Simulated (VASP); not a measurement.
# CdS (P6_3mc) in VASP: a series of runs

The runs below take CdS through single point, with r2SCAN.

All numbers are computed with VASP 6.6.1; they aren't measurements. Logs are shortened: lines on timing, memory, paths and dates and some standing lists are left out, and cuts for length are marked.

### 1 The cell of the first run

It takes space group P6_3mc (No. 186, hexagonal). Conventional cell: a = 4.006 Å, b = 4.006 Å, c = 7.192 Å, α = 90.00°, β = 90.00°, γ = 120.00°. Cd (site symmetry 3m) has 4 S at 2.46 to 2.77 Å within 3.2 Å. Within 3.2 Å of S (site symmetry 3m) lie 4 Cd at 2.46 to 2.77 Å.

### 2 Single point, r2SCAN

Input file POSCAR:

```
CdS
1.0
    4.0055011634      0.0000000000      0.0000000000
   -2.0027505817      3.4688657624      0.0000000000
    0.0000000000      0.0000000000      7.1917494959
Cd S
2 2
Direct
    0.3333333333      0.6666666667      0.0000000000
    0.6666666667      0.3333333333      0.5000000000
    0.3333333333      0.6666666667      0.3850000000
    0.6666666667      0.3333333333      0.8850000000
```

Input file INCAR.step1:

```
SYSTEM = CdS
  PREC = Accurate
  ENCUT = 520
  ISMEAR = 0
  SIGMA = 0.05
  LREAL = .False.
  LASPH = .True.
  NELM = 80
  NBANDS = 26
  GGA = PE
  ALGO = Normal
  EDIFF = 1E-4
  LWAVE = .True.
  LCHARG = .False.
```

Input file INCAR.step2:

```
SYSTEM = CdS
  PREC = Accurate
  ENCUT = 520
  EDIFF = 1E-6
  ISMEAR = 0
  SIGMA = 0.05
  LREAL = .False.
  LASPH = .True.
  NELM = 80
  ALGO = Normal
  ISIF = 2
  LWAVE = .False.
  LCHARG = .True.
  METAGGA = R2SCAN
  LMIXTAU = .True.
  LELF = .True.
  LVHAR = .True.
  NBANDS = 26
  ISTART = 1
```

Input file KPOINTS:

```
Automatic mesh
0
Gamma
  12 12 6
  0 0 0
```

Potentials or basis: VASP PAW PBE potentials, release 64 (Cd, S).

Started as:

```
> cat potpaw_PBE.64/Cd/POTCAR potpaw_PBE.64/S/POTCAR > POTCAR
> cp INCAR.step1 INCAR
> mpirun -np 1 vasp_std > vasp.out
> cp INCAR.step2 INCAR
> mpirun -np 1 vasp_std > vasp.out
```

OUTCAR:

```text
SYSTEM = CdS
   PREC = Accurate
   ENCUT = 520
   EDIFF = 1E-6
   ISMEAR = 0
   LREAL = .False.
   LASPH = .True.
   NELM = 80
   ISIF = 2
   METAGGA = R2SCAN
   ISTART = 1

 ion  position               nearest neighbor table
   1  0.333  0.667  0.000-   4 2.46   4 2.46   4 2.46   3 2.77
   2  0.667  0.333  0.500-   3 2.46   3 2.46   3 2.46   4 2.77
   3  0.333  0.667  0.385-   2 2.46   2 2.46   2 2.46   1 2.77
   4  0.667  0.333  0.885-   1 2.46   1 2.46   1 2.46   2 2.77

  LATTYP: Found a hexagonal cell.
 ALAT       =     4.0055011634
 C/A-ratio  =     1.7954680831

  Lattice vectors:

 A1 = (   4.0055011634,   0.0000000000,   0.0000000000)
 A2 = (  -2.0027505817,   3.4688657624,   0.0000000000)
 A3 = (   0.0000000000,   0.0000000000,   7.1917494959)

Analysis of symmetry for initial positions (statically):
=====================================================================
 Subroutine PRICEL returns:
 Original cell was already a primitive cell.

 Routine SETGRP: Setting up the symmetry group for a
 hexagonal supercell.

 Subroutine GETGRP returns: Found 12 space group operations
 (whereof  6 operations were pure point group operations)
 out of a pool of 24 trial point group operations.

The static configuration has the point symmetry C_3v.
 The point group associated with its full space group is C_6v.

Analysis of symmetry for dynamics (positions and initial velocities):
=====================================================================
 Subroutine PRICEL returns:
 Original cell was already a primitive cell.

 Routine SETGRP: Setting up the symmetry group for a
 hexagonal supercell.

 Subroutine GETGRP returns: Found 12 space group operations
 (whereof  6 operations were pure point group operations)
 out of a pool of 24 trial point group operations.

The dynamic configuration has the point symmetry C_3v.
 The point group associated with its full space group is C_6v.

 Subroutine INISYM returns: Found 12 space group operations
 (whereof  6 operations are pure point group operations),
 and found     1 'primitive' translations

----------------------------------------------------------------------------------------

                                     Primitive cell

  volume of cell :      99.9261

  direct lattice vectors                    reciprocal lattice vectors
     4.005501163  0.000000000  0.000000000     0.249656649  0.144139334  0.000000000
    -2.002750582  3.468865762  0.000000000     0.000000000  0.288278668  0.000000000
     0.000000000  0.000000000  7.191749496     0.000000000  0.000000000  0.139048225

  length of vectors
     4.005501163  4.005501163  7.191749496     0.288278668  0.288278668  0.139048225

  position of ions in fractional coordinates (direct lattice)
     0.333333333  0.666666667  0.000000000
     0.666666667  0.333333333  0.500000000
     0.333333333  0.666666667  0.385000000
     0.666666667  0.333333333  0.885000000

  ion indices of the primitive-cell ions
   primitive index   ion index
                 1           1
                 2           2
                 3           3
                 4           4

----------------------------------------------------------------------------------------

 KPOINTS: Automatic mesh

Automatic generation of k-mesh.
 Grid dimensions read from file:
 generate k-points for:   12   12    6

 Generating k-lattice:

  Cartesian coordinates                     Fractional coordinates (reciprocal lattice)
     0.020804721  0.012011611  0.000000000     0.083333333  0.000000000  0.000000000
     0.000000000  0.024023222  0.000000000     0.000000000  0.083333333  0.000000000
     0.000000000  0.000000000  0.023174704     0.000000000  0.000000000  0.166666667

  Length of vectors
     0.024023222  0.024023222  0.023174704

  Shift w.r.t. Gamma in fractional coordinates (k-lattice)
     0.000000000  0.000000000  0.000000000

 Subroutine IBZKPT returns following result:
 ===========================================

 Found     76 irreducible k-points:

 Following reciprocal coordinates:
            Coordinates               Weight
  0.000000  0.000000  0.000000      1.000000
  0.083333 -0.000000  0.000000      6.000000
  0.166667  0.000000  0.000000      6.000000
  0.250000  0.000000  0.000000      6.000000
  0.333333  0.000000  0.000000      6.000000
  0.416667  0.000000  0.000000      6.000000
[... 16 lines left out ...]
  0.250000  0.000000  0.166667     12.000000
  0.333333  0.000000  0.166667     12.000000
 [... further k-points ...]
   k-points           NKPTS =     76   k-points in BZ     NKDIM =     76   number of bands    NBANDS=     26
   number of dos      NEDOS =    301   number of ions     NIONS =      4
   total plane-waves  NPLWV =  48600
   dimension x,y,z NGX =    30 NGY =   30 NGZ =   54
   dimension x,y,z NGXF=    60 NGYF=   60 NGZF=  108
   ions per type =               2   2
   NGX,Y,Z   is equivalent  to a cutoff of  12.45, 12.45, 12.48 a.u.
   NGXF,Y,Z  is equivalent  to a cutoff of  24.90, 24.90, 24.97 a.u.
 SYSTEM =  CdS
   PREC   = accura    normal or accurate (medium, high low for compatibility)
   ISTART =      1    job   : 0-new  1-cont  2-samecut
   ICHARG =      0    charge: 1-file 2-atom 10-const
   ISPIN  =      1    spin polarized calculation?
   LNONCOLLINEAR =      F non collinear calculations
   LSORBIT =      F    spin-orbit coupling
   LASPH  =      T    aspherical Exc in radial PAW
   ENCUT  =  520.0 eV  38.22 Ry    6.18 a.u.   7.45  7.45 13.37*2*pi/ulx,y,z
   NELM   =     80;   NELMIN=  2; NELMDL=  0     # of ELM steps
   EDIFF  = 0.1E-05   stopping-criterion for ELM
   LREAL  =      F    real-space projection
   EDIFFG = 0.1E-04   stopping-criterion for IOM
   NSW    =      0    number of steps for IOM
   IBRION =     -1    ionic relax: 0-MD 1-quasi-New 2-CG
   NFREE  =      0    steps in history (QN), initial steepest desc. (CG)
   ISIF   =      2    stress and relaxation
   ISYM   =      2    0-nonsym 1-usesym 2-fastsym
   POTIM  = 0.5000    time-step for ionic-motion
   TEBEG  =    0.0;   TEEND  =   0.0 temperature during run
   PSTRESS=    0.0 pullay stress
   NELECT =      36.0000    total number of electrons
   NUPDOWN=      -1.0000    fix difference up-down
   EMIN   =  10.00;   EMAX   =-10.00  energy-range for DOS
   EFERMI =   0.00;   METHOD = LEGACY
   ISMEAR =     0;   SIGMA  =   0.05  broadening in eV -4-tet -1-fermi 0-gaus
   EFERMI_NEDOS =   21; number of points for ismear=-14 and -15
   IALGO  =     38    algorithm
   IMIX   =      4    mixing-type and parameters
     AMIX     =   0.40;   BMIX     =  1.00
     AMIX_MAG =   1.60;   BMIX_MAG =  1.00
  volume/ion in A,a.u.               =      24.98       168.58
  Fermi-wavevector in a.u.,A,eV,Ry     =   1.164884  2.201312 18.462491  1.356955
  Thomas-Fermi vector in A             =   2.301417
   LORBIT       =      0    0 simple, 1 ext, 2 COOP (PROOUT), +10 PAW based schemes
   METAGGA = R2SCAN    functional components
   LHFCALC =     F    Hartree Fock is set to
   AEXX    =    0.0000 exact exchange contribution
   IVDW    =     0    specifies the selected vdW correction
   LEPSILON=     F    determine dielectric tensor
   LRPA    =     F    only Hartree local field effects (RPA)
 non-spin polarized calculation
 Gauss-broadening in eV      SIGMA  =   0.05
  energy-cutoff  :      520.00
  volume of cell :       99.93
 maximum number of plane-waves:      2721
 NGX is ok and might be reduce to    30

 number of electron      36.0000007 magnetization

 Free energy of the ion-electron system (eV)
  ---------------------------------------------------
  ext. energy  EPLUGINS =         0.00000000
  ---------------------------------------------------
  free energy    TOTEN  =       -59.08798250 eV

  energy without entropy =      -59.08798250  energy(sigma->0) =      -59.08798250

 E-fermi :   1.3845     XC(G=0):  -9.6834

 val. band max:        1.1208602417   @ k =   0.0000   0.0000   0.0000
 cond. band min:       2.6311383659   @ k =   0.0000   0.0000   0.0000
 fundamental gap:      1.5102781242
 Fermi energy:         1.3845102483

 k-point     1 :       0.0000    0.0000    0.0000
  band No.  band energies     occupation
      1     -11.9164      2.00000
      2     -11.5947      2.00000
      3      -7.0559      2.00000
      4      -7.0559      2.00000
      5      -7.0038      2.00000
      6      -7.0038      2.00000
[... 18 lines left out ...]
     25       9.2796      0.00000
     26       9.2797      0.00000

 k-point     2 :       0.0833   -0.0000    0.0000
  band No.  band energies     occupation
      1     -11.8881      2.00000
      2     -11.5771      2.00000
      3      -7.0403      2.00000
      4      -7.0378      2.00000
      5      -6.9859      2.00000
      6      -6.9857      2.00000
[... 18 lines left out ...]
     25       9.0691      0.00000
     26       9.4536      0.00000

 k-point     3 :       0.1667    0.0000    0.0000
  band No.  band energies     occupation
      1     -11.8098      2.00000
      2     -11.5298      2.00000
      3      -6.9987      2.00000
      4      -6.9806      2.00000
      5      -6.9361      2.00000
      6      -6.9320      2.00000
[... 18 lines left out ...]
     25       8.9116      0.00000
     26       9.9309      0.00000

 k-point     4 :       0.2500    0.0000    0.0000
  band No.  band energies     occupation
      1     -11.7004      2.00000
      2     -11.4678      2.00000
      3      -6.9458      2.00000
      4      -6.9031      2.00000
      5      -6.8683      2.00000
      6      -6.8326      2.00000
[... 18 lines left out ...]
     25       9.5059      0.00000
     26       9.6887      0.00000
[... 496 lines left out ...]
      1     -11.7909      2.00000
      2     -11.5482      2.00000
      3      -6.9948      2.00000
      4      -6.9778      2.00000
      5      -6.9406      2.00000
      6      -6.9358      2.00000
[... 18 lines left out ...]
     25       8.9645      0.00000
     26       9.8209      0.00000

 k-point    23 :       0.2500    0.0000    0.1667
  band No.  band energies     occupation
      1     -11.6843      2.00000
      2     -11.4828      2.00000
      3      -6.9408      2.00000
      4      -6.8998      2.00000
      5      -6.8736      2.00000
      6      -6.8414      2.00000
[... 18 lines left out ...]
     25       9.2421      0.00000
     26      10.1588      0.00000

 k-point    24 :       0.3333    0.0000    0.1667
  band No.  band energies     occupation
      1     -11.5742      2.00000
      2     -11.4216      2.00000
      3      -6.8932      2.00000
      4      -6.8524      2.00000
      5      -6.8086      2.00000
      6      -6.7326      2.00000
[... 18 lines left out ...]
     25       9.4071      0.00000
     26      10.7542      0.00000

 [... further k-points ...]

------------------------ aborting loop because EDIFF is reached ----------------------------------------

  FORCE on cell =-STRESS in cart. coord.  units (eV):
  Direction    XX          YY          ZZ          XY          YZ          ZX
  --------------------------------------------------------------------------------------
  -------------------------------------------------------------------------------------
  Total        4.2051974      4.2051974     -2.5009641      0.0000000      0.0000000      0.0000000
  in kB       67.4245504     67.4245504    -40.0995164      0.0000000      0.0000000      0.0000000
  external PRESSURE =      31.5831948 kB  Pullay stress =       0.0000000 kB

 VOLUME and BASIS-vectors are now :
 -----------------------------------------------------------------------------
  energy-cutoff  :      520.00
  volume of cell :       99.93
      direct lattice vectors                 reciprocal lattice vectors
     4.005501163  0.000000000  0.000000000     0.249656649  0.144139334  0.000000000
    -2.002750582  3.468865762  0.000000000     0.000000000  0.288278668  0.000000000
     0.000000000  0.000000000  7.191749496     0.000000000  0.000000000  0.139048225

 POSITION                                       TOTAL-FORCE (eV/Angst)
 -----------------------------------------------------------------------------------
     -0.00000      2.31258      0.00000         0.000000     -0.000000      0.734171
      2.00275      1.15629      3.59587        -0.000000      0.000000      0.734171
     -0.00000      2.31258      2.76882        -0.000000     -0.000000     -0.734171
      2.00275      1.15629      6.36470         0.000000     -0.000000     -0.734171
 -----------------------------------------------------------------------------------
    total drift:                               -0.000000     -0.000000     -0.003733

  FREE ENERGIE OF THE ION-ELECTRON SYSTEM (eV)
  ---------------------------------------------------
  free  energy   TOTEN  =       -59.0879825019 eV

  energy  without entropy=      -59.0879825019  energy(sigma->0) =      -59.08798250
```

It took 5.4 min on 1 thread of Intel Xeon 6975P-C (Granite Rapids), shared host; peak memory 0.33 GiB.

What came out:

```yaml
Free_energy: -59.0880 eV
Pressure: 3.2 GPa
Largest_force: 0.734 eV/Å
Band_gap_on_the_k_mesh: 1.51 eV
```

Forces in eV/Å, atoms in the order of the input:
```
Cd   0.000  0.000  0.734
Cd   0.000  0.000  0.734
S    0.000  0.000 -0.734
S    0.000  0.000 -0.734
```

Stress tensor (GPa, compression positive):
```
 6.74  0.00  0.00
 0.00  6.74  0.00
 0.00  0.00 -4.01
```

Levels at points of the mesh, in eV from the valence-band top:
```
           k point  band 15  band 16  band 17  band 18  band 19  band 20  band 21  band 22
(0.00, 0.00, 0.00)    -0.51    -0.44     0.00     0.00     1.51     3.56     6.42     7.30
(0.50, 0.00, 0.00)    -2.62    -1.79    -1.36    -1.02     3.87     4.47     5.04     6.12
(0.00, 0.00, 0.50)    -0.26    -0.26    -0.26    -0.26     3.29     3.29     6.14     6.14
(0.50, 0.00, 0.50)    -1.61    -1.61    -1.42    -1.42     3.63     3.63     5.55     5.55
```

Caveat: the stress differs along the axes, from -4 to 7 GPa; the PAW data sets were made with another functional, which shifts forces and pressure a little. A k mesh can miss the band edges.

### 3 Single point, r2SCAN

This run uses another cell than the first one, of the same volume but with other edges.

Input file POSCAR:

```
CdS
1.0
    4.1914473277      0.0000000000      0.0000000000
   -2.0957236639      3.6298998644      0.0000000000
    0.0000000000      0.0000000000      6.5678050029
Cd S
2 2
Direct
    0.3333333333      0.6666666667      0.0000000000
    0.6666666667      0.3333333333      0.5000000000
    0.3333333333      0.6666666667      0.3850000000
    0.6666666667      0.3333333333      0.8850000000
```

Input file INCAR.step1:

```
PREC     = Accurate       # precision mode
ENCUT    = 520            # plane-wave cutoff, eV
ISMEAR   = 0              # smearing method
SIGMA    = 0.05           # smearing width, eV
LREAL    = False          # projectors in reciprocal space
LASPH    = True           # aspherical terms in the spheres
NELM     = 100            # most SCF steps
NBANDS   = 26             # bands
GGA      = PE             # functional
ALGO     = Normal         # electronic algorithm
EDIFF    = 1E-4           # SCF threshold, eV
LWAVE    = True           # write WAVECAR
LCHARG   = False          # write CHGCAR
```

Input file INCAR.step2:

```
PREC     = Accurate       # precision mode
ENCUT    = 520            # plane-wave cutoff, eV
EDIFF    = 1E-6           # SCF threshold, eV
ISMEAR   = 0              # smearing method
SIGMA    = 0.05           # smearing width, eV
LREAL    = False          # projectors in reciprocal space
LASPH    = True           # aspherical terms in the spheres
NELM     = 100            # most SCF steps
ALGO     = Normal         # electronic algorithm
ISIF     = 2              # what is computed and relaxed
LWAVE    = False          # write WAVECAR
LCHARG   = False          # write CHGCAR
METAGGA  = R2SCAN         # meta-GGA
LMIXTAU  = True         
NBANDS   = 26             # bands
ISTART   = 1
```

Input file KPOINTS:

```
regular mesh
0
Gamma
  12 12 6
```

Potentials or basis: VASP PAW PBE potentials, release 64 (Cd, S).

Started as:

```
> cat potpaw_PBE.64/Cd/POTCAR potpaw_PBE.64/S/POTCAR > POTCAR
> cp INCAR.step1 INCAR
> mpirun -np 1 vasp_std > vasp.out
> cp INCAR.step2 INCAR
> mpirun -np 1 vasp_std > vasp.out
```

Wall time 5.1 min (1 thread of Intel Xeon 6975P-C (Granite Rapids), shared host); peak memory 0.34 GiB.

It converged, with:

* Free energy: -59.3611 eV
* Pressure: 1.3 GPa
* Largest force: 0.038 eV/Å
* Band gap on the k mesh: 1.66 eV

Forces on the atoms (eV/Å):
```
Cd   0.000  0.000 -0.038
Cd   0.000  0.000 -0.038
S    0.000  0.000  0.038
S    0.000  0.000  0.038
```

Stress tensor (GPa, compression positive):
```
0.71 0.00 0.00
0.00 0.71 0.00
0.00 0.00 2.60
```

Levels at points of the mesh, in eV from the valence-band top:
```
           k point  band 16  band 17  band 18  band 19  band 20  band 21
(0.00, 0.00, 0.00)    -0.06    -0.06     0.00     1.66     2.97     6.81
(0.50, 0.00, 0.00)    -2.02    -1.26    -0.83     4.06     4.21     5.56
(0.00, 0.00, 0.50)    -0.47    -0.47    -0.47     3.21     3.21     6.73
(0.50, 0.00, 0.50)    -1.46    -1.22    -1.22     3.94     3.94     5.79
```

Caveat: the PAW data sets were made with another functional, which shifts forces and pressure a little. A k mesh can miss the band edges.

[end of part 1 of 2]
